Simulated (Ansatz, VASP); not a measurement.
**One calculation of BN, two programs**

Contents of POSCAR:

```
BN
1.0
    0.0000000000      1.8048254497      1.8048254497
    1.8770184676      0.0000000000      1.8048254497
    1.8770184676      1.8048254497      0.0000000000
B N
1 1
Direct
    0.0000000000      0.0000000000      0.0000000000
    0.2500000000      0.2500000000      0.2500000000
```

Contents of INCAR.step1:

```
ALGO = Normal ; EDIFF = 1E-4
ENCUT = 520 ; GGA = PE
ISMEAR = 0 ; LASPH = T
LCHARG = F ; LREAL = F
LWAVE = T ; NBANDS = 11
NELM = 60 ; PREC = Accurate
SIGMA = 0.01
```

INCAR.step2

```
ALGO = Normal ; EDIFF = 1E-6
ENCUT = 520 ; ISIF = 2
ISMEAR = 0 ; ISTART = 1
LASPH = T ; LCHARG = F
LMIXTAU = T ; LREAL = F
LWAVE = F ; METAGGA = R2SCAN
NBANDS = 11 ; NELM = 60
PREC = Accurate ; SIGMA = 0.01
```

Contents of KPOINTS:

```
k-points
0
Gamma
  12 12 12
```

Input for Ansatz:

```yaml
crystal:
  lattice:
    - [0.0, 1.8048254497, 1.8048254497]
    - [1.8770184676, 0.0, 1.8048254497]
    - [1.8770184676, 1.8048254497, 0.0]
  atoms:
    - { symbol: B, position: [0.0, 0.0, 0.0] }
    - { symbol: "N", position: [0.25, 0.25, 0.25] }
kpoints:
  mp_grid: { grid: [12, 12, 12] }
  band_path:
    path:
      - [0.0, 0.0, 0.0]
      - [-0.5, -0.5, 0.0]
      - [-0.375, -0.375, 0.25]
      - [-0.375, 0.0, 0.375]
      - [0.0, 0.0, 0.5]
      - [-0.5, -0.25, 0.25]
      - [0.5, 0.0, 0.5]
    npoints: 1
hamiltonian:
  xc: r2scan
scf:
  occupations: { method: fixed }
  n_extra_bands: 4
output:
  forces: true
  stress: true
  eigenvalues: true
  write_density: true
  write_potential: true
  elf: true
  volumetric_format: npy
```

Change from the starting cell: uniaxial_x strain +4.0%.

Alike in both runs: task single point; functional r2SCAN; k mesh 12 × 12 × 12; no spin polarisation.

|  | VASP | Ansatz |
| --- | --- | --- |
| version | VASP 6.6.1 | Ansatz 0.2.0 |
| potentials or method | VASP PAW PBE potentials, release 64 (B, N) | plane waves, PAW |
| plane-wave cutoff (eV) | 520 | 500 |
| occupations | gaussian, width 0.01 eV | fixed |
| valence electrons in the cell | 8 | 8 |

```csv
,VASP,Ansatz,Ansatz less VASP
gap on the k mesh at the Fermi level (eV),4.58,4.60,+0.019
pressure (GPa),-13.3,-14.3,-0.97
"traceless stress, the component that is largest in VASP (GPa)",-17.16,-17.20,-0.042
```

VASP's potentials were made for PBE, not for r2SCAN.
